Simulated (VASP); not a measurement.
# Ca (Cmcm) in VASP: further runs, part 2 of 2

VASP 6.6.1.

## Step 3: Single point, PBEsol

This run uses another cell than the first one, of the same volume but with other edges.

INCAR reads:

```
PREC     = Accurate       # precision mode
ENCUT    = 520            # plane-wave cutoff, eV
EDIFF    = 1E-6           # SCF threshold, eV
ISMEAR   = 0              # smearing method
SIGMA    = 0.15           # smearing width, eV
LREAL    = F              # projectors in reciprocal space
LASPH    = T              # aspherical terms in the spheres
NELM     = 100            # most SCF steps
ALGO     = Fast           # electronic algorithm
ISIF     = 2              # what is computed and relaxed
LWAVE    = F              # write WAVECAR
LCHARG   = F              # write CHGCAR
GGA      = PS             # functional
NBANDS   = 17             # bands
```

KPOINTS reads:

```
regular mesh
0
Gamma
  16 16 8
```

POSCAR reads:

```
Ca
1.0
    2.0268338910     -3.4911877337      0.0000000000
    2.0268338910      3.4911877337      0.0000000000
    0.0000000000      0.0000000000      6.1571577211
Ca
2
Direct
    0.8355866000      0.1644134000      0.2500000000
    0.1644134000      0.8355866000      0.7500000000
```

Potentials or basis: VASP PAW PBE potentials, release 64 (Ca_sv).

Run with:

```
cat potpaw_PBE.64/Ca_sv/POTCAR > POTCAR
mpirun -np 1 vasp_std > vasp.out
```

OUTCAR:

```text
PREC = Accurate
   ENCUT = 520
   EDIFF = 1E-6
   ISMEAR = 0
   LREAL = F
   LASPH = T
   NELM = 100
   ISIF = 2
   GGA = PS

 ion  position               nearest neighbor table
   1  0.836  0.164  0.250-
   2  0.164  0.836  0.750-

  LATTYP: Found a base centered orthorhombic cell.
 ALAT       =     4.0536677820
 B/A-ratio  =     1.7224834009
 C/A-ratio  =     1.5189102936

  Lattice vectors:

 A1 = (   2.0268338910,  -3.4911877337,   0.0000000000)
 A2 = (   2.0268338910,   3.4911877337,   0.0000000000)
 A3 = (   0.0000000000,   0.0000000000,   6.1571577211)

Analysis of symmetry for initial positions (statically):
=====================================================================
 Subroutine PRICEL returns:
 Original cell was already a primitive cell.

 Routine SETGRP: Setting up the symmetry group for a
 base centered orthorhombic supercell.

 Subroutine GETGRP returns: Found  8 space group operations
 (whereof  4 operations were pure point group operations)
 out of a pool of  8 trial point group operations.

The static configuration has the point symmetry C_2h.
 The point group associated with its full space group is D_2h.

Analysis of symmetry for dynamics (positions and initial velocities):
=====================================================================
 Subroutine PRICEL returns:
 Original cell was already a primitive cell.

 Routine SETGRP: Setting up the symmetry group for a
 base centered orthorhombic supercell.

 Subroutine GETGRP returns: Found  8 space group operations
 (whereof  4 operations were pure point group operations)
 out of a pool of  8 trial point group operations.

The dynamic configuration has the point symmetry C_2h.
 The point group associated with its full space group is D_2h.

 Subroutine INISYM returns: Found  8 space group operations
 (whereof  4 operations are pure point group operations),
 and found     1 'primitive' translations

----------------------------------------------------------------------------------------

                                     Primitive cell

  volume of cell :      87.1368

  direct lattice vectors                    reciprocal lattice vectors
     2.026833891 -3.491187734  0.000000000     0.246690171 -0.143217735  0.000000000
     2.026833891  3.491187734  0.000000000     0.246690171  0.143217735  0.000000000
     0.000000000  0.000000000  6.157157721     0.000000000  0.000000000  0.162412601

  length of vectors
     4.036885856  4.036885856  6.157157721     0.285249646  0.285249646  0.162412601

  position of ions in fractional coordinates (direct lattice)
     0.835586600  0.164413400  0.250000000
     0.164413400  0.835586600  0.750000000

  ion indices of the primitive-cell ions
   primitive index   ion index
                 1           1
                 2           2

----------------------------------------------------------------------------------------

 KPOINTS: regular mesh

Automatic generation of k-mesh.
 Grid dimensions read from file:
 generate k-points for:   16   16    8

 Generating k-lattice:

  Cartesian coordinates                     Fractional coordinates (reciprocal lattice)
     0.015418136 -0.008951108  0.000000000     0.062500000  0.000000000  0.000000000
     0.015418136  0.008951108  0.000000000     0.000000000  0.062500000  0.000000000
     0.000000000  0.000000000  0.020301575     0.000000000  0.000000000  0.125000000

  Length of vectors
     0.017828103  0.017828103  0.020301575

  Shift w.r.t. Gamma in fractional coordinates (k-lattice)
     0.000000000  0.000000000  0.000000000

 Subroutine IBZKPT returns following result:
 ===========================================

 Found    365 irreducible k-points:

 Following reciprocal coordinates:
            Coordinates               Weight
  0.000000  0.000000  0.000000      1.000000
  0.062500  0.000000  0.000000      4.000000
  0.125000  0.000000  0.000000      4.000000
  0.187500  0.000000  0.000000      4.000000
  0.250000  0.000000  0.000000      4.000000
  0.312500  0.000000  0.000000      4.000000
[... 16 lines left out ...]
 -0.125000  0.062500  0.000000      4.000000
 -0.062500  0.062500  0.000000      2.000000
 [... further k-points ...]
   k-points           NKPTS =    365   k-points in BZ     NKDIM =    365   number of bands    NBANDS=     17
   number of dos      NEDOS =    301   number of ions     NIONS =      2
   total plane-waves  NPLWV =  43200
   dimension x,y,z NGX =    30 NGY =   30 NGZ =   48
   dimension x,y,z NGXF=    60 NGYF=   60 NGZF=   96
   ions per type =               2
   NGX,Y,Z   is equivalent  to a cutoff of  12.35, 12.35, 12.96 a.u.
   NGXF,Y,Z  is equivalent  to a cutoff of  24.71, 24.71, 25.92 a.u.
 SYSTEM =  unknown system
   PREC   = accura    normal or accurate (medium, high low for compatibility)
   ISTART =      0    job   : 0-new  1-cont  2-samecut
   ICHARG =      2    charge: 1-file 2-atom 10-const
   ISPIN  =      1    spin polarized calculation?
   LNONCOLLINEAR =      F non collinear calculations
   LSORBIT =      F    spin-orbit coupling
   LASPH  =      T    aspherical Exc in radial PAW
   ENCUT  =  520.0 eV  38.22 Ry    6.18 a.u.   7.51  7.51 11.45*2*pi/ulx,y,z
   NELM   =    100;   NELMIN=  2; NELMDL= -5     # of ELM steps
   EDIFF  = 0.1E-05   stopping-criterion for ELM
   LREAL  =      F    real-space projection
   EDIFFG = 0.1E-04   stopping-criterion for IOM
   NSW    =      0    number of steps for IOM
   IBRION =     -1    ionic relax: 0-MD 1-quasi-New 2-CG
   NFREE  =      0    steps in history (QN), initial steepest desc. (CG)
   ISIF   =      2    stress and relaxation
   ISYM   =      2    0-nonsym 1-usesym 2-fastsym
   POTIM  = 0.5000    time-step for ionic-motion
   TEBEG  =    0.0;   TEEND  =   0.0 temperature during run
   PSTRESS=    0.0 pullay stress
   NELECT =      20.0000    total number of electrons
   NUPDOWN=      -1.0000    fix difference up-down
   EMIN   =  10.00;   EMAX   =-10.00  energy-range for DOS
   EFERMI =   0.00;   METHOD = LEGACY
   ISMEAR =     0;   SIGMA  =   0.15  broadening in eV -4-tet -1-fermi 0-gaus
   EFERMI_NEDOS =   21; number of points for ismear=-14 and -15
   IALGO  =     68    algorithm
   IMIX   =      4    mixing-type and parameters
     AMIX     =   0.40;   BMIX     =  1.00
     AMIX_MAG =   1.60;   BMIX_MAG =  1.00
  volume/ion in A,a.u.               =      43.57       294.01
  Fermi-wavevector in a.u.,A,eV,Ry     =   1.002346  1.894159 13.669737  1.004697
  Thomas-Fermi vector in A             =   2.134827
   LORBIT       =      0    0 simple, 1 ext, 2 COOP (PROOUT), +10 PAW based schemes
   GGA     = PS    functional components
   LHFCALC =     F    Hartree Fock is set to
   AEXX    =    0.0000 exact exchange contribution
   IVDW    =     0    specifies the selected vdW correction
   LEPSILON=     F    determine dielectric tensor
   LRPA    =     F    only Hartree local field effects (RPA)
 non-spin polarized calculation
 RMM-DIIS sequential band-by-band and
 Gauss-broadening in eV      SIGMA  =   0.15
  energy-cutoff  :      520.00
  volume of cell :       87.14
 maximum number of plane-waves:      2373
   NGX = 15   NGY = 15   NGZ = 23

 number of electron      20.0000002 magnetization

 Free energy of the ion-electron system (eV)
  ---------------------------------------------------
  ext. energy  EPLUGINS =         0.00000000
  ---------------------------------------------------
  free energy    TOTEN  =        -4.22755039 eV

  energy without entropy =       -4.19708472  energy(sigma->0) =       -4.21231756

 E-fermi :   1.8279     XC(G=0):  -7.7075

 val. band max:        1.8275121497   @ k =   0.2500   0.0625   0.0000
 cond. band min:       1.8307428759   @ k =  -0.3125   0.0625   0.0000
 fundamental gap:      0.0032307263
 Fermi energy:         1.8279451893

 k-point     1 :       0.0000    0.0000    0.0000
  band No.  band energies     occupation
      1     -40.1371      2.00000
      2     -40.1209      2.00000
      3     -21.2776      2.00000
      4     -21.1606      2.00000
      5     -21.1579      2.00000
      6     -21.1337      2.00000
[... 9 lines left out ...]
     16       4.3903      0.00000
     17       4.5053      0.00000

 k-point     2 :       0.0625    0.0000    0.0000
  band No.  band energies     occupation
      1     -40.1367      2.00000
      2     -40.1208      2.00000
      3     -21.2760      2.00000
      4     -21.1623      2.00000
      5     -21.1600      2.00000
      6     -21.1366      2.00000
[... 9 lines left out ...]
     16       4.4257      0.00000
     17       4.4779      0.00000
[... 421 lines left out ...]
 k-point    24 :      -0.0625    0.0625    0.0000
  band No.  band energies     occupation
      1     -40.1367      2.00000
      2     -40.1208      2.00000
      3     -21.2759      2.00000
      4     -21.1634      2.00000
      5     -21.1590      2.00000
      6     -21.1365      2.00000
[... 9 lines left out ...]
     16       4.4107      0.00000
     17       4.4417      0.00000

 [... further k-points ...]
[... 5 lines left out ...]
  --------------------------------------------------------------------------------------
  -------------------------------------------------------------------------------------
  Total       -0.9124945     -0.7870251      0.1238557      0.0000000      0.0000000      0.0000000
  in kB      -16.7779622    -14.4709669      2.2773239      0.0000000      0.0000000      0.0000000
  external PRESSURE =      -9.6572017 kB  Pullay stress =       0.0000000 kB

 VOLUME and BASIS-vectors are now :
 -----------------------------------------------------------------------------
  energy-cutoff  :      520.00
  volume of cell :       87.14
      direct lattice vectors                 reciprocal lattice vectors
     2.026833891 -3.491187734  0.000000000     0.246690171 -0.143217735  0.000000000
     2.026833891  3.491187734  0.000000000     0.246690171  0.143217735  0.000000000
     0.000000000  0.000000000  6.157157721     0.000000000  0.000000000  0.162412601

 POSITION                                       TOTAL-FORCE (eV/Angst)
 -----------------------------------------------------------------------------------
      2.02683     -2.34319      1.53929         0.000000      0.022392      0.000000
      2.02683      2.34319      4.61787         0.000000     -0.022392     -0.000000
 -----------------------------------------------------------------------------------
    total drift:                                0.000000     -0.000000      0.000000

  FREE ENERGIE OF THE ION-ELECTRON SYSTEM (eV)
  ---------------------------------------------------
  free  energy   TOTEN  =        -4.2275503898 eV

  energy  without entropy=       -4.1970847211  energy(sigma->0) =       -4.21231756
```

Run time: 13 min. Hardware: 1 thread of Oxide Virtual Turin-like, shared host; peak memory 0.51 GiB.

What came out:

```
Free energy            : -4.2276 eV
Pressure               : -1.0 GPa
Largest force          : 0.022 eV/Å
Band gap on the k mesh : zero (band 10 reaches 2.03 eV, above the bottom of band 11 at 1.60 eV)
```

Forces in eV/Å, atoms in the order of the input:
```
Ca   0.000  0.022  0.000
Ca   0.000 -0.022  0.000
```

Stress tensor (GPa, compression positive):
```
-1.68  0.00  0.00
 0.00 -1.45  0.00
 0.00  0.00  0.23
```

Levels at points of the mesh, in eV from the Fermi level:
| k point | band 6 | band 7 | band 8 | band 9 | band 10 | band 11 | band 12 | band 13 | band 14 | band 15 |
| --- | --- | --- | --- | --- | --- | --- | --- | --- | --- | --- |
| (0.00, 0.00, 0.00) | -22.96 | -22.96 | -22.96 | -4.04 | -0.84 | 0.06 | 2.13 | 2.16 | 2.47 | 2.49 |
| (0.50, 0.00, 0.00) | -23.01 | -23.00 | -22.97 | -1.29 | -0.83 | 0.26 | 0.32 | 1.45 | 1.94 | 2.08 |
| (0.50, 0.50, 0.00) | -23.01 | -23.00 | -22.97 | -1.25 | -0.83 | 0.28 | 0.33 | 1.41 | 1.93 | 2.07 |
| (0.00, 0.00, 0.50) | -22.97 | -22.97 | -22.97 | -2.94 | -2.94 | 1.57 | 1.57 | 2.06 | 2.06 | 2.10 |
| (0.50, 0.00, 0.50) | -22.99 | -22.99 | -22.99 | -0.73 | -0.73 | -0.01 | -0.01 | 1.51 | 1.51 | 2.63 |
| (0.50, 0.50, 0.50) | -22.99 | -22.99 | -22.99 | -0.73 | -0.73 | 0.03 | 0.03 | 1.49 | 1.49 | 2.60 |

Caveat: the PAW data sets were made with another functional, which shifts forces and pressure a little.

## Step 4: Single point, PBEsol

This run uses another cell than the first one, of the same volume but with other edges.

INCAR reads:

```
PREC = Accurate
ENCUT = 520
EDIFF = 1E-7
ISMEAR = 0
SIGMA = 0.15
LREAL = F
LASPH = T
NELM = 80
ALGO = Fast
ISIF = 2
LWAVE = F
LCHARG = T
GGA = PS
LELF = T
LVHAR = T
NBANDS = 17
```

KPOINTS is that of step 3.

POSCAR reads:

```
Ca
1.0
    1.9096328269     -3.2893108461      0.0000000000
    1.9096328269      3.2893108461      0.0000000000
    0.0000000000      0.0000000000      6.9361240295
Ca
2
Direct
    0.8355866000      0.1644134000      0.2500000000
    0.1644134000      0.8355866000      0.7500000000
```

Potentials or basis: VASP PAW PBE potentials, release 64 (Ca_sv).

Run with:

```
cat potpaw_PBE.64/Ca_sv/POTCAR > POTCAR
mpirun -np 1 vasp_std > vasp.out
```

OUTCAR:

```text
PREC = Accurate
   ENCUT = 520
   EDIFF = 1E-7
   ISMEAR = 0
   LREAL = F
   LASPH = T
   NELM = 80
   ISIF = 2
   GGA = PS

 ion  position               nearest neighbor table
   1  0.836  0.164  0.250-
   2  0.164  0.836  0.750-

  LATTYP: Found a base centered orthorhombic cell.
 ALAT       =     3.8192656538
 B/A-ratio  =     1.7224834009
 C/A-ratio  =     1.8160883945

  Lattice vectors:

 A1 = (   1.9096328269,  -3.2893108461,   0.0000000000)
 A2 = (   1.9096328269,   3.2893108461,   0.0000000000)
 A3 = (   0.0000000000,   0.0000000000,   6.9361240295)

Analysis of symmetry for initial positions (statically):
=====================================================================
 Subroutine PRICEL returns:
 Original cell was already a primitive cell.

 Routine SETGRP: Setting up the symmetry group for a
 base centered orthorhombic supercell.

 Subroutine GETGRP returns: Found  8 space group operations
 (whereof  4 operations were pure point group operations)
 out of a pool of  8 trial point group operations.

[... 156 lines left out ...]

 Free energy of the ion-electron system (eV)
  ---------------------------------------------------
  ext. energy  EPLUGINS =         0.00000000
  ---------------------------------------------------
  free energy    TOTEN  =        -4.19581127 eV

  energy without entropy =       -4.17530451  energy(sigma->0) =       -4.18555789

 E-fermi :   1.7972     XC(G=0):  -7.7058

 val. band max:        1.7950423212   @ k =   0.3750   0.3750   0.5000
 cond. band min:       1.8185183209   @ k =   0.2500   0.1875   0.0000
 fundamental gap:      0.0234759997
 Fermi energy:         1.7971773774

 k-point     1 :       0.0000    0.0000    0.0000
  band No.  band energies     occupation
      1     -40.1490      2.00000
      2     -40.1420      2.00000
      3     -21.2362      2.00000
      4     -21.1493      2.00000
      5     -21.1484      2.00000
      6     -21.1468      2.00000
[... 457 lines left out ...]
      4     -21.1547      2.00000
      5     -21.1499      2.00000
      6     -21.1468      2.00000
[... 9 lines left out ...]
     16       4.3230      0.00000
     17       4.9394      0.00000

 [... further k-points ...]
[... 5 lines left out ...]
  --------------------------------------------------------------------------------------
  -------------------------------------------------------------------------------------
  Total        0.0236516      0.1469591     -1.7440280      0.0000000     -0.0000000      0.0000000
  in kB        0.4348791      2.7021244    -32.0673008      0.0000000     -0.0000000      0.0000000
  external PRESSURE =      -9.6434324 kB  Pullay stress =       0.0000000 kB

 VOLUME and BASIS-vectors are now :
 -----------------------------------------------------------------------------
  energy-cutoff  :      520.00
  volume of cell :       87.14
      direct lattice vectors                 reciprocal lattice vectors
     1.909632827 -3.289310846  0.000000000     0.261830438 -0.152007525  0.000000000
     1.909632827  3.289310846  0.000000000     0.261830438  0.152007525  0.000000000
     0.000000000  0.000000000  6.936124030     0.000000000  0.000000000  0.144172739

 POSITION                                       TOTAL-FORCE (eV/Angst)
 -----------------------------------------------------------------------------------
      1.90963     -2.20770      1.73403         0.000000      0.011015      0.000000
      1.90963      2.20770      5.20209         0.000000     -0.011015     -0.000000
 -----------------------------------------------------------------------------------
    total drift:                                0.000000      0.000000      0.000000

  FREE ENERGIE OF THE ION-ELECTRON SYSTEM (eV)
  ---------------------------------------------------
  free  energy   TOTEN  =        -4.1958112703 eV

  energy  without entropy=       -4.1753045065  energy(sigma->0) =       -4.18555789
```

OSZICAR:

```text
N       E                     dE             d eps       ncg     rms          rms(c)
DAV:   1     0.168783134247E+03    0.16878E+03   -0.10018E+04 12426   0.105E+03
DAV:   2     0.506733822253E+01   -0.16372E+03   -0.16169E+03 13788   0.313E+02
DAV:   3    -0.389770841969E+01   -0.89650E+01   -0.89017E+01 24121   0.529E+01
[... 11 lines left out ...]
RMM:  15    -0.419581032664E+01   -0.26807E-06   -0.56213E-06 17190   0.648E-03    0.343E-03
RMM:  16    -0.419581064555E+01   -0.31890E-06   -0.12809E-06 15280   0.411E-03    0.254E-03
RMM:  17    -0.419581099047E+01   -0.34493E-06   -0.85966E-07 14356   0.302E-03    0.131E-03
RMM:  18    -0.419581125721E+01   -0.26674E-06   -0.19612E-07 13152   0.273E-03    0.940E-05
RMM:  19    -0.419581127030E+01   -0.13091E-07   -0.84510E-08 12124   0.150E-03
   1 F= -.41958113E+01 E0= -.41855579E+01  d E =-.205068E-01
```

stdout:

```text
POSCAR found type information on POSCAR Ca
 POSCAR found :  1 types and       2 ions
 scaLAPACK will be used
 -----------------------------------------------------------------------------
|                                                                             |
[... 36 lines left out ...]
 num prob WARNING in EDDRMM: call to ZHEGV failed, returncode =   6  3     11
 num prob  num prob  num prob  num prob  num prob  num prob  num prob WARNING in EDDRMM: call to ZHEGV failed, returncode =   8  4     15
 num prob  num prob  num prob  num prob  num prob WARNING in EDDRMM: call to ZHEGV failed, returncode =   8  4     12
 num prob  num prob  num prob WARNING in EDDRMM: call to ZHEGV failed, returncode =   8  4     15
 num prob  num prob  num prob RMM:  19    -0.419581127030E+01   -0.13091E-07   -0.84510E-08 12124   0.150E-03
```

Wall time 15 min (1 thread of Oxide Virtual Turin-like, shared host); peak memory 0.51 GiB.

What came out:

```
Free energy            : -4.1958 eV
Pressure               : -1.0 GPa
Largest force          : 0.011 eV/Å
Band gap on the k mesh : zero (band 10 reaches 2.06 eV, above the bottom of band 11 at 1.21 eV)
```

Forces in eV/Å, atoms in the order of the input:
```
Ca   0.000  0.011  0.000
Ca   0.000 -0.011  0.000
```

Stress tensor (GPa, compression positive):
```
 0.04  0.00  0.00
 0.00  0.27  0.00
 0.00  0.00 -3.21
```

Caveat: the PAW data sets were made with another functional, which shifts forces and pressure a little.

## Step 5: Summary

```csv
cell,further INCAR settings,gap on the mesh (eV),pressure (GPa),largest force (eV/Å)
"a = 4.145, b = 4.145, c = 5.841 Å, angles 90.0, 90.0, 119.7°, 2 atoms",ALGO = Fast; EDIFF = 1e-06; NBANDS = 17,none,-0.8,0.03
"a = 4.037, b = 4.037, c = 6.157 Å, angles 90.0, 90.0, 119.7°, 2 atoms",ALGO = Fast; EDIFF = 1e-06; NBANDS = 17,none,-1.0,0.02
"a = 3.803, b = 3.803, c = 6.936 Å, angles 90.0, 90.0, 119.7°, 2 atoms",ALGO = Fast; EDIFF = 1e-07; NBANDS = 17,none,-1.0,0.01
```

Alike in all rows: task single point; level PBEsol; potentials or basis VASP PAW PBE potentials, release 64 (Ca_sv); no spin polarisation; k mesh 16 × 16 × 8; cutoff (eV) 520; smearing gaussian 0.15 eV.

Caveats: the PAW data sets were made with another functional, which shifts forces and pressure a little.

Total energies depend on the potentials used, so only differences within one code and one set of settings carry meaning.
